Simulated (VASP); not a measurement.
# ZnS (F-43m) in VASP: a series of runs

Aim: see how the results for ZnS move with the level of theory and the settings. Levels: r2SCAN, PBE. Tasks: single point, relaxation of cell and atoms.

All numbers are computed with VASP 6.6.1; they aren't measurements. Logs are shortened: lines on timing, memory, paths and dates and some standing lists are left out, and cuts for length are marked.

## 1. The cell of the first run

The structure is cubic, space group F-43m (No. 216). The conventional cell has a = 5.388 Å, b = 5.388 Å, c = 5.388 Å, α = 90.00°, β = 90.00°, γ = 90.00°. Zn (site symmetry -43m) has 4 S at 2.33 Å within 3.1 Å. Within 3.1 Å of S (site symmetry -43m) lie 4 Zn at 2.33 Å.

## 2. Single point, r2SCAN

Contents of POSCAR:

```
ZnS
1.0
    0.0000000000      2.6940857896      2.6940857896
    2.6940857896      0.0000000000      2.6940857896
    2.6940857896      2.6940857896      0.0000000000
Zn S
1 1
Direct
    0.0000000000      0.0000000000      0.0000000000
    0.2500000000      0.2500000000      0.2500000000
```

Contents of INCAR.step1:

```
PREC     = Accurate       # precision mode
ENCUT    = 520            # plane-wave cutoff, eV
ISMEAR   = -1             # smearing method
SIGMA    = 0.02           # smearing width, eV
LREAL    = False          # projectors in reciprocal space
LASPH    = True           # aspherical terms in the spheres
NELM     = 100            # most SCF steps
NBANDS   = 16             # bands
GGA      = PE             # functional
ALGO     = Normal         # electronic algorithm
EDIFF    = 1E-4           # SCF threshold, eV
LWAVE    = True           # write WAVECAR
LCHARG   = False          # write CHGCAR
```

Contents of INCAR.step2:

```
PREC     = Accurate       # precision mode
ENCUT    = 520            # plane-wave cutoff, eV
EDIFF    = 1E-6           # SCF threshold, eV
ISMEAR   = -1             # smearing method
SIGMA    = 0.02           # smearing width, eV
LREAL    = False          # projectors in reciprocal space
LASPH    = True           # aspherical terms in the spheres
NELM     = 100            # most SCF steps
ALGO     = Normal         # electronic algorithm
ISIF     = 2              # what is computed and relaxed
LWAVE    = False          # write WAVECAR
LCHARG   = True           # write CHGCAR
METAGGA  = R2SCAN         # meta-GGA
LMIXTAU  = True         
LELF     = True           # ELF
LVHAR    = True         
NBANDS   = 16             # bands
ISTART   = 1
```

Contents of KPOINTS:

```
regular mesh
0
Gamma
  8 8 8
```

Potentials or basis: VASP PAW PBE potentials, release 64 (Zn, S).

Run with:

```
$ cat potpaw_PBE.64/Zn/POTCAR potpaw_PBE.64/S/POTCAR > POTCAR
$ cp INCAR.step1 INCAR
$ mpirun -np 1 vasp_std > vasp.out
$ cp INCAR.step2 INCAR
$ mpirun -np 1 vasp_std > vasp.out
```

OUTCAR:

```text
PREC = Accurate
   ENCUT = 520
   EDIFF = 1E-6
   ISMEAR = -1
   LREAL = False
   LASPH = True
   NELM = 100
   ISIF = 2
   METAGGA = R2SCAN
   ISTART = 1

 ion  position               nearest neighbor table
   1  0.000  0.000  0.000-   2 2.33   2 2.33   2 2.33   2 2.33
   2  0.250  0.250  0.250-   1 2.33   1 2.33   1 2.33   1 2.33

  LATTYP: Found a face centered cubic cell.
 ALAT       =     5.3881715792

  Lattice vectors:

 A1 = (   0.0000000000,   2.6940857896,   2.6940857896)
 A2 = (   2.6940857896,   0.0000000000,   2.6940857896)
 A3 = (   2.6940857896,   2.6940857896,   0.0000000000)

Analysis of symmetry for initial positions (statically):
=====================================================================
 Subroutine PRICEL returns:
 Original cell was already a primitive cell.

 Routine SETGRP: Setting up the symmetry group for a
 face centered cubic supercell.

 Subroutine GETGRP returns: Found 24 space group operations
 (whereof 24 operations were pure point group operations)
 out of a pool of 48 trial point group operations.

The static configuration has the point symmetry T_d .

Analysis of symmetry for dynamics (positions and initial velocities):
=====================================================================
 Subroutine PRICEL returns:
 Original cell was already a primitive cell.

 Routine SETGRP: Setting up the symmetry group for a
 face centered cubic supercell.

 Subroutine GETGRP returns: Found 24 space group operations
 (whereof 24 operations were pure point group operations)
 out of a pool of 48 trial point group operations.

The dynamic configuration has the point symmetry T_d .

 Subroutine INISYM returns: Found 24 space group operations
 (whereof 24 operations are pure point group operations),
 and found     1 'primitive' translations

----------------------------------------------------------------------------------------

                                     Primitive cell

  volume of cell :      39.1079

  direct lattice vectors                    reciprocal lattice vectors
     0.000000000  2.694085790  2.694085790    -0.185591714  0.185591714  0.185591714
     2.694085790  0.000000000  2.694085790     0.185591714 -0.185591714  0.185591714
[... 74 lines left out ...]
   NGXF,Y,Z  is equivalent  to a cutoff of  24.44, 24.44, 24.44 a.u.
 SYSTEM =  unknown system
   PREC   = accura    normal or accurate (medium, high low for compatibility)
   ISTART =      1    job   : 0-new  1-cont  2-samecut
   ICHARG =      0    charge: 1-file 2-atom 10-const
   ISPIN  =      1    spin polarized calculation?
   LNONCOLLINEAR =      F non collinear calculations
   LSORBIT =      F    spin-orbit coupling
   LASPH  =      T    aspherical Exc in radial PAW
   ENCUT  =  520.0 eV  38.22 Ry    6.18 a.u.   7.08  7.08  7.08*2*pi/ulx,y,z
   NELM   =    100;   NELMIN=  2; NELMDL=  0     # of ELM steps
   EDIFF  = 0.1E-05   stopping-criterion for ELM
   LREAL  =      F    real-space projection
   EDIFFG = 0.1E-04   stopping-criterion for IOM
   NSW    =      0    number of steps for IOM
   IBRION =     -1    ionic relax: 0-MD 1-quasi-New 2-CG
   NFREE  =      0    steps in history (QN), initial steepest desc. (CG)
   ISIF   =      2    stress and relaxation
   ISYM   =      2    0-nonsym 1-usesym 2-fastsym
   POTIM  = 0.5000    time-step for ionic-motion
   TEBEG  =    0.0;   TEEND  =   0.0 temperature during run
   PSTRESS=    0.0 pullay stress
   NELECT =      18.0000    total number of electrons
   NUPDOWN=      -1.0000    fix difference up-down
   EMIN   =  10.00;   EMAX   =-10.00  energy-range for DOS
   EFERMI =   0.00;   METHOD = LEGACY
   ISMEAR =    -1;   SIGMA  =   0.02  broadening in eV -4-tet -1-fermi 0-gaus
   EFERMI_NEDOS =   21; number of points for ismear=-14 and -15
   IALGO  =     38    algorithm
   IMIX   =      4    mixing-type and parameters
     AMIX     =   0.40;   BMIX     =  1.00
     AMIX_MAG =   1.60;   BMIX_MAG =  1.00
  volume/ion in A,a.u.               =      19.55       131.96
  Fermi-wavevector in a.u.,A,eV,Ry     =   1.263992  2.388598 21.737691  1.597675
  Thomas-Fermi vector in A             =   2.397320
   LORBIT       =      0    0 simple, 1 ext, 2 COOP (PROOUT), +10 PAW based schemes
   METAGGA = R2SCAN    functional components
   LHFCALC =     F    Hartree Fock is set to
   AEXX    =    0.0000 exact exchange contribution
   IVDW    =     0    specifies the selected vdW correction
   LEPSILON=     F    determine dielectric tensor
   LRPA    =     F    only Hartree local field effects (RPA)
 non-spin polarized calculation
  energy-cutoff  :      520.00
  volume of cell :       39.11
 maximum number of plane-waves:      1067
   NGX = 15   NGY = 15   NGZ = 15

 number of electron      18.0000006 magnetization

 Free energy of the ion-electron system (eV)
  ---------------------------------------------------
  ext. energy  EPLUGINS =         0.00000000
  ---------------------------------------------------
  free energy    TOTEN  =       -18.86622734 eV

  energy without entropy =      -18.86622734  energy(sigma->0) =      -18.86622734

 E-fermi :   2.2979     XC(G=0): -10.3288

 val. band max:        1.9139046099   @ k =   0.0000   0.0000   0.0000
 cond. band min:       4.6295755239   @ k =   0.0000   0.0000   0.0000
 fundamental gap:      2.7156709141
 Fermi energy:         2.2979172386

 k-point     1 :       0.0000    0.0000    0.0000
  band No.  band energies     occupation
      1     -11.8250      2.00000
      2      -4.6209      2.00000
      3      -4.6209      2.00000
      4      -4.6208      2.00000
      5      -4.0635      2.00000
      6      -4.0635      2.00000
[... 433 lines left out ...]
      3      -4.4187      2.00000
      4      -4.1245      2.00000
      5      -4.0523      2.00000
      6      -3.7940      2.00000
[... 8 lines left out ...]
     15      16.0977      0.00000
     16      16.9675      0.00000

 [... further k-points ...]
[... 5 lines left out ...]
  --------------------------------------------------------------------------------------
  -------------------------------------------------------------------------------------
  Total        0.0099521      0.0099521      0.0099521     -0.0000000     -0.0000000     -0.0000000
  in kB        0.4077188      0.4077188      0.4077188     -0.0000000     -0.0000000     -0.0000000
  external PRESSURE =       0.4077188 kB  Pullay stress =       0.0000000 kB

 VOLUME and BASIS-vectors are now :
 -----------------------------------------------------------------------------
  energy-cutoff  :      520.00
  volume of cell :       39.11
      direct lattice vectors                 reciprocal lattice vectors
     0.000000000  2.694085790  2.694085790    -0.185591714  0.185591714  0.185591714
     2.694085790  0.000000000  2.694085790     0.185591714 -0.185591714  0.185591714
     2.694085790  2.694085790  0.000000000     0.185591714  0.185591714 -0.185591714

 POSITION                                       TOTAL-FORCE (eV/Angst)
 -----------------------------------------------------------------------------------
      0.00000      0.00000      0.00000         0.000000     -0.000000      0.000000
      1.34704      1.34704      1.34704        -0.000000      0.000000     -0.000000
 -----------------------------------------------------------------------------------
    total drift:                                0.000011      0.000011      0.000011

  FREE ENERGIE OF THE ION-ELECTRON SYSTEM (eV)
  ---------------------------------------------------
  free  energy   TOTEN  =       -18.8662273371 eV

  energy  without entropy=      -18.8662273370  energy(sigma->0) =      -18.86622734
```

It took 31 s on 1 thread of Intel Xeon 6975P-C (Granite Rapids), shared host; peak memory 0.17 GiB.

Results:

```
Free energy            : -18.8662 eV
Pressure               : 0.0 GPa
Band gap on the k mesh : 2.72 eV, direct
```

Levels at points of the mesh, in eV from the valence-band top:
| k point | band 7 | band 8 | band 9 | band 10 | band 11 | band 12 |
| --- | --- | --- | --- | --- | --- | --- |
| (0.00, 0.00, 0.00) | 0.00 | 0.00 | 0.00 | 2.72 | 6.90 | 6.90 |
| (0.50, 0.00, 0.00) | -5.46 | -0.90 | -0.90 | 3.83 | 7.39 | 7.39 |
| (0.50, 0.50, 0.00) | -4.65 | -2.31 | -2.31 | 3.71 | 4.48 | 11.83 |

Caveat: the PAW data sets were made with another functional, which shifts forces and pressure a little.

## 3. Single point, r2SCAN

POSCAR is that of step 2.

Contents of INCAR.step1:

```
  ALGO = Normal
  EDIFF = 1E-4
  ENCUT = 520
  GGA = PE
  ISMEAR = 0
  LASPH = True
  LCHARG = False
  LREAL = False
  LWAVE = True
  NBANDS = 16
  NELM = 100
  PREC = Accurate
  SIGMA = 0.01
```

Contents of INCAR.step2:

```
  ALGO = Normal
  EDIFF = 1E-6
  ENCUT = 520
  ISIF = 2
  ISMEAR = 0
  ISTART = 1
  LASPH = True
  LCHARG = False
  LMIXTAU = True
  LREAL = False
  LWAVE = False
  METAGGA = R2SCAN
  NBANDS = 16
  NELM = 100
  PREC = Accurate
  SIGMA = 0.01
```

Contents of KPOINTS:

```
k-points
0
Gamma
  8 8 8
```

Potentials or basis: VASP PAW PBE potentials, release 64 (Zn, S).

Run with:

```
$ cat potpaw_PBE.64/Zn/POTCAR potpaw_PBE.64/S/POTCAR > POTCAR
$ cp INCAR.step1 INCAR
$ mpirun -np 1 vasp_std > vasp.out
$ cp INCAR.step2 INCAR
$ mpirun -np 1 vasp_std > vasp.out
```

Wall time 37 s (1 thread of Intel Xeon 6975P-C (Granite Rapids), shared host); peak memory 0.17 GiB.

Results (log left out):

```
Free energy            : -18.8662 eV
Pressure               : 0.0 GPa
Band gap on the k mesh : 2.72 eV, direct
```

Levels at points of the mesh, in eV from the valence-band top:
```tsv
k point	band 6	band 7	band 8	band 9	band 10	band 11	band 12	band 13
(0.00, 0.00, 0.00)	-5.98	0.00	0.00	0.00	2.72	6.90	6.90	6.90
(0.50, 0.00, 0.00)	-5.78	-5.46	-0.90	-0.90	3.83	7.39	7.39	9.45
(0.50, 0.50, 0.00)	-5.76	-4.65	-2.31	-2.31	3.71	4.48	11.83	12.89
```

Caveat: the PAW data sets were made with another functional, which shifts forces and pressure a little. r2SCAN opens gaps a little over a GGA but as a rule still falls short of measured ones.

## 4. Relaxation of cell and atoms, PBE

This run uses another cell than the first one, of 16.09 Å³/atom, 0.823 times its volume.

Contents of INCAR:

```
ALGO     = Normal         # electronic algorithm
EDIFF    = 1E-6           # SCF threshold, eV
EDIFFG   = -0.005         # ionic threshold
ENCUT    = 600            # plane-wave cutoff, eV
GGA      = PE             # functional
IBRION   = 2              # ionic algorithm
ISIF     = 3              # what is computed and relaxed
ISMEAR   = -1             # smearing method
LASPH    = T              # aspherical terms in the spheres
LCHARG   = F              # write CHGCAR
LREAL    = F              # projectors in reciprocal space
LWAVE    = F              # write WAVECAR
NELM     = 100            # most SCF steps
NSW      = 80             # ionic steps
PREC     = Accurate       # precision mode
SIGMA    = 0.02           # smearing width, eV
```

KPOINTS is that of step 3.

Contents of POSCAR:

```
ZnS
1.0
    0.0000000000      2.5245217871      2.5245217871
    2.5245217871      0.0000000000      2.5245217871
    2.5245217871      2.5245217871      0.0000000000
Zn S
1 1
Direct
    0.0000000000      0.0000000000      0.0000000000
    0.2500000000      0.2500000000      0.2500000000
```

Potentials or basis: VASP PAW PBE potentials, release 64 (Zn, S).

Run with:

```
$ cat potpaw_PBE.64/Zn/POTCAR potpaw_PBE.64/S/POTCAR > POTCAR
$ mpirun -np 1 vasp_std > vasp.out
```

OUTCAR:

```text
EDIFF = 1E-6
   EDIFFG = -0.005
   ENCUT = 600
   GGA = PE
   IBRION = 2
   ISIF = 3
   ISMEAR = -1
   LASPH = T
   LREAL = F
   NELM = 100
   NSW = 80
   PREC = Accurate

 ion  position               nearest neighbor table
   1  0.000  0.000  0.000-   2 2.19   2 2.19   2 2.19   2 2.19
   2  0.250  0.250  0.250-   1 2.19   1 2.19   1 2.19   1 2.19

  LATTYP: Found a face centered cubic cell.
 ALAT       =     5.0490435742

  Lattice vectors:

 A1 = (   0.0000000000,   2.5245217871,   2.5245217871)
 A2 = (   2.5245217871,   0.0000000000,   2.5245217871)
 A3 = (   2.5245217871,   2.5245217871,   0.0000000000)

Analysis of symmetry for initial positions (statically):
=====================================================================
 Subroutine PRICEL returns:
 Original cell was already a primitive cell.

 Routine SETGRP: Setting up the symmetry group for a
 face centered cubic supercell.

 Subroutine GETGRP returns: Found 24 space group operations
 (whereof 24 operations were pure point group operations)
 out of a pool of 48 trial point group operations.

The static configuration has the point symmetry T_d .

Analysis of symmetry for dynamics (positions and initial velocities):
=====================================================================
 Subroutine PRICEL returns:
 Original cell was already a primitive cell.

 Routine SETGRP: Setting up the symmetry group for a
 face centered cubic supercell.

 Subroutine GETGRP returns: Found 24 space group operations
[... 149 lines left out ...]
  ---------------------------------------------------
  free energy    TOTEN  =        -6.30342888 eV

  energy without entropy =       -6.30342888  energy(sigma->0) =       -6.30342888

 E-fermi :   4.6761     XC(G=0): -10.6244

 val. band max:        4.2595180572   @ k =   0.0000   0.0000   0.0000
 cond. band min:       7.1260694194   @ k =   0.5000   0.5000   0.0000
 fundamental gap:      2.8665513621
 Fermi energy:         4.6761222465

 k-point     1 :       0.0000    0.0000    0.0000
  band No.  band energies     occupation
      1     -10.5313      2.00000
      2      -3.1432      2.00000
      3      -3.1432      2.00000
      4      -3.1432      2.00000
      5      -2.3746      2.00000
      6      -2.3746      2.00000
      7       4.2595      2.00000
      8       4.2595      2.00000
      9       4.2595      2.00000
     10       7.3154      0.00000
     11      10.4095      0.00000
     12      10.4095      0.00000
     13      10.4095      0.00000
[... 547 lines left out ...]
--------------------------------------- Ionic step        6  -------------------------------------------

 number of electron      18.0000007 magnetization

 Free energy of the ion-electron system (eV)
  ---------------------------------------------------
  ext. energy  EPLUGINS =         0.00000000
  ---------------------------------------------------
  free energy    TOTEN  =        -6.85062473 eV

  energy without entropy =       -6.85062473  energy(sigma->0) =       -6.85062473

 E-fermi :   2.3062     XC(G=0):  -9.5193

 val. band max:        1.8899258274   @ k =   0.0000   0.0000   0.0000
 cond. band min:       3.9016540873   @ k =   0.0000   0.0000   0.0000
 fundamental gap:      2.0117282599
 Fermi energy:         2.3061710590

 k-point     1 :       0.0000    0.0000    0.0000
  band No.  band energies     occupation
      1     -11.0888      2.00000
      2      -4.3580      2.00000
      3      -4.3580      2.00000
      4      -4.3580      2.00000
      5      -3.8873      2.00000
      6      -3.8873      2.00000
      7       1.8899      2.00000
      8       1.8899      2.00000
      9       1.8899      2.00000
     10       3.9017      0.00000
     11       8.3013      0.00000
     12       8.3013      0.00000
     13       8.3013      0.00000
[... 397 lines left out ...]
  FREE ENERGIE OF THE ION-ELECTRON SYSTEM (eV)
  ---------------------------------------------------
  free  energy   TOTEN  =        -6.8506247345 eV

  energy  without entropy=       -6.8506247345  energy(sigma->0) =       -6.85062473

 reached required accuracy - stopping structural energy minimisation
```

CONTCAR:

```text
ZnS
   1.00000000000000
     0.0000000000000000    2.7233263853441136    2.7233263853441136
     2.7233263853441136    0.0000000000000000    2.7233263853441136
     2.7233263853441136    2.7233263853441136    0.0000000000000000
  Zn              S
     1     1
Direct
     1.0000000000000000    1.0000000000000000    1.0000000000000000
     0.2500000000000000    0.2500000000000000    0.2500000000000000

  0.00000000E+00  0.00000000E+00  0.00000000E+00
  0.00000000E+00  0.00000000E+00  0.00000000E+00
```

It took 37 s on 1 thread of Intel Xeon 6975P-C (Granite Rapids), shared host; peak memory 0.17 GiB.

Results:

```
Free energy                            : -6.8506 eV
Relaxed volume                         : 20.20 Å³/atom
Relaxed cell                           : a = 3.851 Å, b = 3.851 Å, c = 3.851 Å, α = 60.00°, β = 60.00°, γ = 60.00°
Space group after relaxing (to 0.05 Å) : F-43m (No. 216)
Energy gained by relaxing              : 273.6 meV/atom
Ionic steps                            : 6
Pressure after relaxing                : 0.0 GPa
Band gap on the k mesh                 : 2.01 eV, direct
```

The path:
```csv
step,energy change (eV),largest force (eV/Å),pressure (GPa),volume (Å³)
1,0.0000,0.0000,26.18,32.18
2,-0.4126,0.0000,-6.80,46.04
3,-0.5472,0.0000,0.10,40.35
4,-0.5471,0.0000,-0.15,40.52
5,-0.5472,0.0000,-0.05,40.42
6,-0.5472,0.0000,0.03,40.40
```

Final structure:
```cif
data_structure
_symmetry_space_group_name_H-M 'P 1'
_symmetry_Int_Tables_number 1
_cell_length_a 3.8514
_cell_length_b 3.8514
_cell_length_c 3.8514
_cell_angle_alpha 60.000
_cell_angle_beta 60.000
_cell_angle_gamma 60.000
_cell_volume 40.40
loop_
_atom_site_label
_atom_site_type_symbol
_atom_site_fract_x
_atom_site_fract_y
_atom_site_fract_z
_atom_site_occupancy
Zn1 Zn 0.00000 0.00000 0.00000 1
S1 S 0.25000 0.25000 0.25000 1
```

Caveat: the volume moved by over 15 % at a fixed basis, so the end points are rough. A hybrid or GW would open this gap; PBE tends to underestimate it.

## 5. The runs side by side

```tsv
task	level	cell	cutoff (eV)	smearing	gap on the mesh (eV)	pressure (GPa)
single point	r2SCAN	a = 3.810 Å, angles 60.0°, 2 atoms	520	fermi-dirac 0.02 eV	2.72	0.0
single point	r2SCAN	a = 3.810 Å, angles 60.0°, 2 atoms	520	gaussian 0.01 eV	2.72	0.0
relaxation of cell and atoms	PBE	relaxed from a = 3.570 Å, angles 60.0°, 2 atoms	600	fermi-dirac 0.02 eV	2.01	0.0
```

Alike in all rows: potentials or basis VASP PAW PBE potentials, release 64 (Zn, S); no spin polarisation; k mesh 8 × 8 × 8.

Caveats: the PAW data sets were made with another functional, which shifts forces and pressure a little (some runs); the volume moved by over 15 % at a fixed basis, so the end points are rough (some runs).

Absolute energies hang on the potentials; compare differences alone.
